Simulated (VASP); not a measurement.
# PtSe2 (P-3m1) in VASP: notebook, part 2 of 2

VASP 6.6.1.

## Step 4: Relaxation of cell and atoms, PBE+D3(BJ)

This run uses another cell than the first one, of 20.27 Å³/atom.

INCAR reads:

```
PREC = Accurate
ENCUT = 600
EDIFF = 1E-7
ISMEAR = -1
SIGMA = 0.02
LREAL = F
LASPH = T
NELM = 80
ALGO = Normal
ISIF = 3
LWAVE = F
LCHARG = F
GGA = PE
IVDW = 12
IBRION = 2
NSW = 80
EDIFFG = -0.005
```

KPOINTS reads:

```
Automatic mesh
0
Gamma
  12 12 4
```

POSCAR reads:

```
PtSe2
1.0
    3.7240000000      0.0000000000      0.0000000000
   -1.8620000000      3.2250786037      0.0000000000
    0.0000000000      0.0000000000      5.0620000000
Pt Se
1 2
Direct
    0.0000000000      0.0000000000      0.0000000000
    0.3333333333      0.6666666667      0.2500000000
    0.6666666667      0.3333333333      0.7500000000
```

Potentials or basis: VASP PAW PBE potentials, release 64 (Pt, Se).

On the command line:

```
$ cat potpaw_PBE.64/Pt/POTCAR potpaw_PBE.64/Se/POTCAR > POTCAR
$ mpirun -np 1 vasp_std > vasp.out
```

OUTCAR:

```text
PREC = Accurate
   ENCUT = 600
   EDIFF = 1E-7
   ISMEAR = -1
   LREAL = F
   LASPH = T
   NELM = 80
   ISIF = 3
   GGA = PE
   IVDW = 12
   IBRION = 2
   NSW = 80
   EDIFFG = -0.005
 IVDW          = 12

 ion  position               nearest neighbor table
   1  0.000  0.000  0.000-   2 2.49   3 2.49   3 2.49   2 2.49   3 2.49   2 2.49
   2  0.333  0.667  0.250-   1 2.49   1 2.49   1 2.49
   3  0.667  0.333  0.750-   1 2.49   1 2.49   1 2.49

  LATTYP: Found a hexagonal cell.
 ALAT       =     3.7240000000
 C/A-ratio  =     1.3592910849

  Lattice vectors:

 A1 = (   3.7240000000,   0.0000000000,   0.0000000000)
 A2 = (  -1.8620000000,   3.2250786037,   0.0000000000)
 A3 = (   0.0000000000,   0.0000000000,   5.0620000000)

Analysis of symmetry for initial positions (statically):
=====================================================================
 Subroutine PRICEL returns:
 Original cell was already a primitive cell.

 Routine SETGRP: Setting up the symmetry group for a
 hexagonal supercell.

 Subroutine GETGRP returns: Found 12 space group operations
 (whereof 12 operations were pure point group operations)
 out of a pool of 24 trial point group operations.

The static configuration has the point symmetry D_3d.

Analysis of symmetry for dynamics (positions and initial velocities):
=====================================================================
 Subroutine PRICEL returns:
 Original cell was already a primitive cell.

 Routine SETGRP: Setting up the symmetry group for a
 hexagonal supercell.

 Subroutine GETGRP returns: Found 12 space group operations
 (whereof 12 operations were pure point group operations)
 out of a pool of 24 trial point group operations.

The dynamic configuration has the point symmetry D_3d.

 Subroutine INISYM returns: Found 12 space group operations
 (whereof 12 operations are pure point group operations),
 and found     1 'primitive' translations

----------------------------------------------------------------------------------------

                                     Primitive cell

  volume of cell :      60.7956

  direct lattice vectors                    reciprocal lattice vectors
     3.724000000  0.000000000  0.000000000     0.268528464  0.155034981  0.000000000
    -1.862000000  3.225078604  0.000000000     0.000000000  0.310069962  0.000000000
     0.000000000  0.000000000  5.062000000     0.000000000  0.000000000  0.197550375

  length of vectors
     3.724000000  3.724000000  5.062000000     0.310069962  0.310069962  0.197550375

  position of ions in fractional coordinates (direct lattice)
     0.000000000  0.000000000  0.000000000
     0.333333333  0.666666667  0.250000000
     0.666666667  0.333333333  0.750000000

  ion indices of the primitive-cell ions
   primitive index   ion index
                 1           1
                 2           2
                 3           3

----------------------------------------------------------------------------------------

 KPOINTS: Automatic mesh

Automatic generation of k-mesh.
 Grid dimensions read from file:
 generate k-points for:   12   12    4

 Generating k-lattice:

  Cartesian coordinates                     Fractional coordinates (reciprocal lattice)
     0.022377372  0.012919582  0.000000000     0.083333333  0.000000000  0.000000000
     0.000000000  0.025839163  0.000000000     0.000000000  0.083333333  0.000000000
[... 42 lines left out ...]
   total plane-waves  NPLWV =  36000
   dimension x,y,z NGX =    30 NGY =   30 NGZ =   40
   dimension x,y,z NGXF=    60 NGYF=   60 NGZF=   80
   ions per type =               1   2
   NGX,Y,Z   is equivalent  to a cutoff of  13.39, 13.39, 13.14 a.u.
   NGXF,Y,Z  is equivalent  to a cutoff of  26.79, 26.79, 26.27 a.u.
 SYSTEM =  unknown system
   PREC   = accura    normal or accurate (medium, high low for compatibility)
   ISTART =      0    job   : 0-new  1-cont  2-samecut
   ICHARG =      2    charge: 1-file 2-atom 10-const
   ISPIN  =      1    spin polarized calculation?
   LNONCOLLINEAR =      F non collinear calculations
   LSORBIT =      F    spin-orbit coupling
   LASPH  =      T    aspherical Exc in radial PAW
   ENCUT  =  600.0 eV  44.10 Ry    6.64 a.u.   7.44  7.44 10.11*2*pi/ulx,y,z
   NELM   =     80;   NELMIN=  2; NELMDL= -5     # of ELM steps
   EDIFF  = 0.1E-06   stopping-criterion for ELM
   LREAL  =      F    real-space projection
   EDIFFG = -.5E-02   stopping-criterion for IOM
   NSW    =     80    number of steps for IOM
   IBRION =      2    ionic relax: 0-MD 1-quasi-New 2-CG
   NFREE  =      1    steps in history (QN), initial steepest desc. (CG)
   ISIF   =      3    stress and relaxation
   ISYM   =      2    0-nonsym 1-usesym 2-fastsym
   POTIM  = 0.5000    time-step for ionic-motion
   TEBEG  =    0.0;   TEEND  =   0.0 temperature during run
   PSTRESS=    0.0 pullay stress
   NELECT =      22.0000    total number of electrons
   NUPDOWN=      -1.0000    fix difference up-down
   EMIN   =  10.00;   EMAX   =-10.00  energy-range for DOS
   EFERMI =   0.00;   METHOD = LEGACY
   ISMEAR =    -1;   SIGMA  =   0.02  broadening in eV -4-tet -1-fermi 0-gaus
   EFERMI_NEDOS =   21; number of points for ismear=-14 and -15
   IALGO  =     38    algorithm
   IMIX   =      4    mixing-type and parameters
     AMIX     =   0.40;   BMIX     =  1.00
     AMIX_MAG =   1.60;   BMIX_MAG =  1.00
  volume/ion in A,a.u.               =      20.27       136.76
  Fermi-wavevector in a.u.,A,eV,Ry     =   1.166608  2.204570 18.517184  1.360975
  Thomas-Fermi vector in A             =   2.303119
   LORBIT       =      0    0 simple, 1 ext, 2 COOP (PROOUT), +10 PAW based schemes
   GGA     = PE    functional components
   LHFCALC =     F    Hartree Fock is set to
   AEXX    =    0.0000 exact exchange contribution
   IVDW    =    12    specifies the selected vdW correction
   LEPSILON=     F    determine dielectric tensor
   LRPA    =     F    only Hartree local field effects (RPA)
 conjugate gradient relaxation of ions
 non-spin polarized calculation
  energy-cutoff  :      600.00
  volume of cell :       60.80
 maximum number of plane-waves:      2057
 NGX is ok and might be reduce to    30
   NGX = 15   NGY = 15   NGZ = 21

--------------------------------------- Ionic step        1  -------------------------------------------

 number of electron      22.0000000 magnetization

 Free energy of the ion-electron system (eV)
  ---------------------------------------------------
  ext. energy  EPLUGINS =         0.00000000
  ---------------------------------------------------
  free energy    TOTEN  =       -14.18537416 eV

  energy without entropy =      -14.18405179  energy(sigma->0) =      -14.18471297

------------------------ aborting loop because EDIFF is reached ----------------------------------------

 Edisp (eV)   -1.43094

 E8    (eV) :    -0.6140
[... 108 lines left out ...]
  FREE ENERGIE OF THE ION-ELECTRON SYSTEM (eV)
  ---------------------------------------------------
  free  energy   TOTEN  =       -15.6394143916 eV

  energy  without entropy=      -15.6379247640  energy(sigma->0) =      -15.63866958

[... ionic steps 4 to 19 ...]

--------------------------------------- Ionic step       20  -------------------------------------------

 number of electron      22.0000002 magnetization

------------------------ aborting loop because EDIFF is reached ----------------------------------------
[... 77 lines left out ...]
--------------------------------------- Ionic step       22  -------------------------------------------

 number of electron      22.0000002 magnetization

 Free energy of the ion-electron system (eV)
  ---------------------------------------------------
  ext. energy  EPLUGINS =         0.00000000
  ---------------------------------------------------
  free energy    TOTEN  =       -14.19471035 eV

  energy without entropy =      -14.19353264  energy(sigma->0) =      -14.19412149

 E-fermi :   6.7251     XC(G=0): -10.8221

 val. band max:        6.6814282682   @ k =   0.3333   0.3333   0.0000
 cond. band min:       6.7493601786   @ k =   0.3333   0.2500   0.0000
 fundamental gap:      0.0679319105
 Fermi energy:         6.7251437397

 k-point     1 :       0.0000    0.0000    0.0000
  band No.  band energies     occupation
      1      -8.9546      2.00000
      2      -5.8594      2.00000
      3      -0.4024      2.00000
      4       0.4815      2.00000
      5       0.4815      2.00000
      6       2.9180      2.00000
      7       2.9180      2.00000
      8       4.2375      2.00000
      9       5.7042      2.00000
     10       5.7042      2.00000
     11       7.4958      0.00000
     12       7.7823      0.00000
     13       7.7823      0.00000
     14      10.0727      0.00000
[... 401 lines left out ...]
      2      -6.5315      2.00000
      3       0.0454      2.00000
      4       0.6264      2.00000
      5       1.2778      2.00000
      6       2.1583      2.00000
      7       2.7603      2.00000
      8       3.6080      2.00000
      9       4.8518      2.00000
     10       5.7196      2.00000
     11       6.8992      0.00033
     12       7.3625      0.00000
     13       7.6422      0.00000
     14      11.0691      0.00000
     15      12.0869      0.00000

 [... further k-points ...]

------------------------ aborting loop because EDIFF is reached ----------------------------------------

 Edisp (eV)   -1.46986

 E8    (eV) :    -0.6315
[... 26 lines left out ...]
  FREE ENERGIE OF THE ION-ELECTRON SYSTEM (eV)
  ---------------------------------------------------
  free  energy   TOTEN  =       -15.6645671261 eV

  energy  without entropy=      -15.6633894100  energy(sigma->0) =      -15.66397827

 reached required accuracy - stopping structural energy minimisation
```

It took 29 min on 1 thread of AMD EPYC 7R13, shared host; peak memory 0.27 GiB.

What came out:

| Item | Value |
| --- | --- |
| Free energy | -15.6646 eV |
| Relaxed volume | 19.81 Å³/atom |
| Relaxed cell | a = 3.771 Å, b = 3.771 Å, c = 4.824 Å, α = 90.00°, β = 90.00°, γ = 120.00° |
| Space group after relaxing (to 0.1 Å) | P-3m1 (No. 164) |
| Energy gained by relaxing | 16.1 meV/atom |
| Ionic steps | 22 |
| Pressure after relaxing | 0.0 GPa |
| Band gap on the k mesh | zero (bands 11 and 12 overlap by 0.82 eV) |
| Dispersion energy per atom | -0.490 eV |

Step by step:
```tsv
step	energy change (eV)	largest force (eV/Å)	pressure (GPa)	volume (Å³)
1	0.0000	0.5806	3.49	60.80
2	0.0319	0.3957	-5.78	64.76
3	-0.0231	0.1645	-0.52	62.30
4	-0.0231	0.1722	-0.44	62.27
5	-0.0275	0.1536	-0.39	61.94
6	-0.0383	0.0854	-0.17	60.93
7	-0.0441	0.0949	0.64	58.94
8	-0.0451	0.0266	0.34	59.59
9	-0.0456	0.1479	-1.22	59.83
10	-0.0469	0.0927	-0.52	59.72
11	-0.0480	0.0161	0.21	59.17
12	-0.0482	0.0163	-0.01	59.34
13	-0.0482	0.0177	-0.02	59.34
14	-0.0482	0.0078	0.05	59.35
15	-0.0482	0.0067	0.06	59.35
16	-0.0482	0.0057	0.01	59.40
17	-0.0482	0.0054	-0.02	59.42
18	-0.0482	0.0056	-0.02	59.42
19	-0.0482	0.0057	-0.01	59.41
20	-0.0482	0.0055	-0.01	59.42
21	-0.0482	0.0055	-0.01	59.42
22	-0.0482	0.0009	0.01	59.42
```

Final structure:
```
CELL_PARAMETERS angstrom
3.77132 0.00000 0.00000
-1.88566 3.26606 0.00000
0.00000 0.00000 4.82368
ATOMIC_POSITIONS crystal
Pt 0.00000 0.00000 0.00000
Se 0.33333 0.66667 0.26536
Se 0.66667 0.33333 0.73464
```

Levels at points of the mesh, in eV from the Fermi level:
```
           k point  band 8  band 9  band 10  band 11  band 12  band 13  band 14  band 15
(0.00, 0.00, 0.00)   -2.49   -1.02    -1.02     0.77     1.06     1.06     3.35     4.09
(0.50, 0.00, 0.00)   -3.72   -3.33    -3.27    -2.93     0.49     2.48     5.01     6.11
(0.00, 0.00, 0.50)   -2.91   -1.73    -1.73    -1.72     2.31     2.31     4.98     6.51
(0.50, 0.00, 0.50)   -3.36   -3.09    -2.60    -1.11     0.60     1.45     4.91     4.91
```

Caveat: spin-orbit coupling is left out, which moves the levels of the heavy elements.

## Step 5: Relaxation of cell and atoms, PBE+D4

This run uses another cell than the first one, of 19.81 Å³/atom.

INCAR reads:

```
  ALGO = Normal
  EDIFF = 1E-6
  EDIFFG = -0.005
  ENCUT = 600
  GGA = PE
  IBRION = 2
  ISIF = 3
  ISMEAR = -1
  IVDW = 13
  LASPH = True
  LCHARG = False
  LREAL = False
  LWAVE = False
  NELM = 60
  NSW = 80
  PREC = Accurate
  SIGMA = 0.02
```

KPOINTS reads:

```
k-points
0
Gamma
  12 12 6
```

POSCAR reads:

```
PtSe2
1.0
    3.7712516545      0.0000000000      0.0000000000
   -1.8856258273      3.2659997369      0.0000000000
    0.0000000000      0.0000000000      4.8252887189
Pt Se
1 2
Direct
    0.0000000000      0.0000000000      0.0000000000
    0.3333333333      0.6666666667      0.2651881563
    0.6666666667      0.3333333333      0.7348118437
```

On the command line:

```
$ cat potpaw_PBE.64/Pt/POTCAR potpaw_PBE.64/Se/POTCAR > POTCAR
$ mpirun -np 1 vasp_std > vasp.out
```

Run time: 15 min. Hardware: 1 thread of AMD EPYC 7R13, shared host; peak memory 0.29 GiB.

It converged, with:

```
Free energy                           : -15.7368 eV
Relaxed volume                        : 19.81 Å³/atom
Relaxed cell                          : a = 3.771 Å, b = 3.771 Å, c = 4.826 Å, α = 90.00°, β = 90.00°, γ = 120.00°
Space group after relaxing (to 0.1 Å) : P-3m1 (No. 164)
Energy gained by relaxing             : 0.0 meV/atom
Ionic steps                           : 11
Pressure after relaxing               : 0.0 GPa
Largest force after relaxing          : 0.003 eV/Å
Band gap on the k mesh                : zero (bands 11 and 12 overlap by 0.81 eV)
Dispersion energy per atom            : -0.513 eV
```

Forces on the atoms (eV/Å):
```
Pt   0.000  0.000  0.000
Se   0.000  0.000 -0.003
Se   0.000  0.000  0.003
```

Final structure:
```cif
data_structure
_symmetry_space_group_name_H-M 'P 1'
_symmetry_Int_Tables_number 1
_cell_length_a 3.7714
_cell_length_b 3.7714
_cell_length_c 4.8260
_cell_angle_alpha 90.000
_cell_angle_beta 90.000
_cell_angle_gamma 120.000
_cell_volume 59.44
loop_
_atom_site_label
_atom_site_type_symbol
_atom_site_fract_x
_atom_site_fract_y
_atom_site_fract_z
_atom_site_occupancy
Pt1 Pt 0.00000 0.00000 0.00000 1
Se1 Se 0.33333 0.66667 0.26572 1
Se2 Se 0.66667 0.33333 0.73428 1
```

Levels at points of the mesh, in eV from the Fermi level:
```tsv
k point	band 9	band 10	band 11	band 12	band 13	band 14
(0.00, 0.00, 0.00)	-1.03	-1.03	0.75	1.04	1.04	3.34
(0.50, 0.00, 0.00)	-3.33	-3.27	-2.93	0.47	2.47	5.00
(0.00, 0.00, 0.50)	-1.74	-1.74	-1.73	2.30	2.30	4.97
(0.50, 0.00, 0.50)	-3.09	-2.60	-1.13	0.58	1.44	4.89
```

Caveat: spin-orbit coupling is left out, which moves the levels of the heavy elements.

## Step 6: Overview

| task | level | cell | k mesh | cutoff (eV) | gap on the mesh (eV) | pressure (GPa) | relaxed volume (Å³/atom) | largest force (eV/Å) |
| --- | --- | --- | --- | --- | --- | --- | --- | --- |
| single point | r2SCAN+rVV10 | a = 3.729, b = 3.729, c = 5.277 Å, angles 90.0, 90.0, 120.0°, 3 atoms, atomic positions A | 12 × 12 × 6 | 520 | none | 0.5 | - | 0.04 |
| single point | r2SCAN | a = 3.729, b = 3.729, c = 5.277 Å, angles 90.0, 90.0, 120.0°, 3 atoms, atomic positions A | 12 × 12 × 6 | 520 | none | 1.4 | - | 0.02 |
| relaxation of cell and atoms | PBE+D3(BJ) | relaxed from a = 3.724, b = 3.724, c = 5.062 Å, angles 90.0, 90.0, 120.0°, 3 atoms, atomic positions B | 12 × 12 × 4 | 600 | none | 0.0 | 19.81 | - |
| relaxation of cell and atoms | PBE+D4 | relaxed from a = 3.771, b = 3.771, c = 4.825 Å, angles 90.0, 90.0, 120.0°, 3 atoms, atomic positions C | 12 × 12 × 6 | 600 | none | 0.0 | 19.81 | - |

Alike in all rows: potentials or basis VASP PAW PBE potentials, release 64 (Pt, Se); no spin polarisation; smearing fermi-dirac 0.02 eV.

Caveats: spin-orbit coupling is left out, which moves the levels of the heavy elements; the PAW data sets were made with another functional, which shifts forces and pressure a little (at least some runs).

Absolute energies hang on the potentials; compare differences alone.

The gap in the log of VASP goes by the Fermi energy; the results here count the filled bands.